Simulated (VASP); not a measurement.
Here is a VASP 6.6.1 calculation.

POSCAR

```
TePt
1.0
    3.7821198268      0.0000000000      0.0000000000
   -1.8910599134      3.2754118502      0.0000000000
    0.0000000000      0.0000000000      5.2281600000
Te Pt
2 2
Direct
    0.3333333333      0.6666666667      0.2500000000
    0.6666666667      0.3333333333      0.7500000000
    0.0000000000      0.0000000000      0.0000000000
    0.0000000000      0.0000000000      0.5000000000
```

The input INCAR.step1:

```
PREC = Accurate
ENCUT = 550
ISMEAR = 0
SIGMA = 0.15
LREAL = False
LASPH = True
NELM = 120
NBANDS = 24
GGA = PE
ALGO = Normal
EDIFF = 1E-5
LWAVE = True
LCHARG = False
GGA_COMPAT = False
```

INCAR.step2

```
PREC = Accurate
ENCUT = 550
EDIFF = 1E-6
ISMEAR = 0
SIGMA = 0.15
LREAL = False
LASPH = True
NELM = 120
ALGO = Normal
ISIF = 2
LWAVE = False
LCHARG = False
METAGGA = R2SCAN
LMIXTAU = True
NBANDS = 24
ISTART = 1
GGA_COMPAT = False
```

File KPOINTS:

```
Automatic mesh
0
Gamma
  12 12 10
```

Potentials or basis: VASP PAW PBE potentials, release 64 (Te, Pt).

The run is started by

```console
$ cat potpaw_PBE.64/Te/POTCAR potpaw_PBE.64/Pt/POTCAR > POTCAR
$ cp INCAR.step1 INCAR
$ mpirun -np 1 vasp_std > vasp.out
$ cp INCAR.step2 INCAR
$ mpirun -np 1 vasp_std > vasp.out
```

Problem. Predict the band gap on the k mesh.

Solution. Zero (bands 16 and 17 overlap by 1.64 eV).

Problem. Estimate the pressure.

Solution. 82.7 GPa.

Stress tensor (GPa, compression positive):
```
83.81  0.00  0.00
 0.00 83.81  0.00
 0.00  0.00 80.62
```

Caveat: the cell differs from its parent crystal (strain -0.080 along x and y, -0.040 along z); the cell stands under pressure; the PAW data sets were made with another functional, which shifts forces and pressure a little; spin-orbit coupling is left out, which moves the levels of the heavy elements.
